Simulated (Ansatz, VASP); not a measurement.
## One calculation of P, two programs

The input INCAR:

```
PREC = Accurate
ENCUT = 520
EDIFF = 1E-7
ISMEAR = 0
SIGMA = 0.15
LREAL = False
LASPH = True
NELM = 60
ALGO = Normal
ISIF = 2
LWAVE = False
LCHARG = False
GGA = PE
IVDW = 12
NBANDS = 12
```

KPOINTS

```
regular mesh
0
Gamma
  24 24 24
```

The input POSCAR:

```
P
1.0
    1.7373311071      1.0030485823      2.8405410977
   -1.7373311071      1.0030485823      2.8405410977
    0.0000000000     -2.0060971646      2.8405410977
P
2
Direct
    0.2336660455      0.2336660455      0.2336660455
    0.7663339545      0.7663339545      0.7663339545
```

Input for Ansatz:

```yaml
crystal:
  lattice:
    - [1.7373311071, 1.0030485823, 2.8405410977]
    - [-1.7373311071, 1.0030485823, 2.8405410977]
    - [0.0, -2.0060971646, 2.8405410977]
  atoms:
    - { symbol: P, position: [0.2336660455, 0.2336660455, 0.2336660455] }
    - { symbol: P, position: [0.7663339545, 0.7663339545, 0.7663339545] }
basis:
  ecutwfc: 420
kpoints:
  mp_grid: { grid: [24, 24, 24] }
hamiltonian:
  xc: pbe
  dispersion: d3bj
scf:
  occupations: { method: gaussian, width: 0.15 }
output:
  forces: true
  stress: true
  eigenvalues: true
```

Alike in both runs: task single point; functional PBE; dispersion D3(BJ); k mesh 24 × 24 × 24; occupations gaussian, width 0.15 eV; no spin polarisation.

```csv
,VASP,Ansatz
version,VASP 6.6.1,Ansatz 0.2.0
potentials or method,"VASP PAW PBE potentials, release 64 (P), cutoff 520 eV","scalar-relativistic, plane waves, PAW"
valence electrons in the cell,10,10
```

|  | VASP | Ansatz | Ansatz less VASP |
| --- | --- | --- | --- |
| gap on the k mesh at the Fermi level (eV) | none | none | - |
| pressure (GPa) | -1.2 | -0.9 | +0.30 |
| traceless stress, the component that is largest in VASP (GPa) | 3.60 | 3.46 | -0.139 |
| rms of the force components (eV/Å) | 0.054 | 0.078 | +0.0240 |

Atom by atom the forces differ by 0.024 eV/Å (rms over components). A gap of «none» marks a metal or a gap that the smearing closes.
